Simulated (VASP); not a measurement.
Write the native input for VASP 6.6.1 that does the following.

| Quantity | Value |
| --- | --- |
| Task | single point |
| Functional | PBE |
| Potentials or basis | VASP PAW PBE potentials, release 64 (Tl_d, I) |
| Cutoff | 500 eV |
| k mesh | 12 × 12 × 4 |
| Occupations | gaussian, width 0.1 eV |
| Spin | no spin polarisation |
| Dipole correction | no |
| Further INCAR settings | ALGO = Normal; EDIFF = 1e-06; NBANDS = 34 |

The structure of Tl3I2 lies in POSCAR:

```
Tl3I2
1.0
    4.7512784382      0.0000000000      0.0000000000
   -2.3756392191      4.1147278280      0.0000000000
    0.0000000000      0.0000000000     10.8882973304
Tl I
3 2
Direct
    0.0000000000      0.0000000000      0.0000000000
    0.3333333333      0.6666666667      0.5965707271
    0.6666666667      0.3333333333      0.4034292729
    0.3333333333      0.6666666667      0.2037224414
    0.6666666667      0.3333333333      0.7962775586
```

One way to write it, as run:

INCAR

```
SYSTEM = Tl3I2
PREC     = Accurate       ! precision mode
ENCUT    = 500            ! plane-wave cutoff, eV
EDIFF    = 1E-6           ! SCF threshold, eV
ISMEAR   = 0              ! smearing method
SIGMA    = 0.1            ! smearing width, eV
LREAL    = .False.        ! projectors in reciprocal space
LASPH    = .True.         ! aspherical terms in the spheres
NELM     = 120            ! most SCF steps
ALGO     = Normal         ! electronic algorithm
ISIF     = 2              ! what is computed and relaxed
LWAVE    = .False.        ! write WAVECAR
LCHARG   = .False.        ! write CHGCAR
GGA      = PE             ! functional
NBANDS   = 34             ! bands
GGA_COMPAT= .False.
```

KPOINTS

```
Automatic mesh
0
Gamma
  12 12 4
  0 0 0
```

Potentials or basis: VASP PAW PBE potentials, release 64 (Tl_d, I).

The run is started by

```sh
$ cat potpaw_PBE.64/Tl_d/POTCAR potpaw_PBE.64/I/POTCAR > POTCAR
$ mpirun -np 1 vasp_std > vasp.out
```

It gave:

The pressure is 0.0 GPa and the band gap on the k mesh is zero (an odd number of electrons rules out a gap without spin polarisation).

Caveat: spin-orbit coupling is left out, which moves the levels of the heavy elements; an odd number of electrons without spin polarisation forces a metal; a magnetic or distorted state may lie lower.

It took 2.6 min on 1 thread of Intel(R) Xeon(R) 6975P-C (Granite Rapids), on a shared host, peak memory 0.57 GiB.
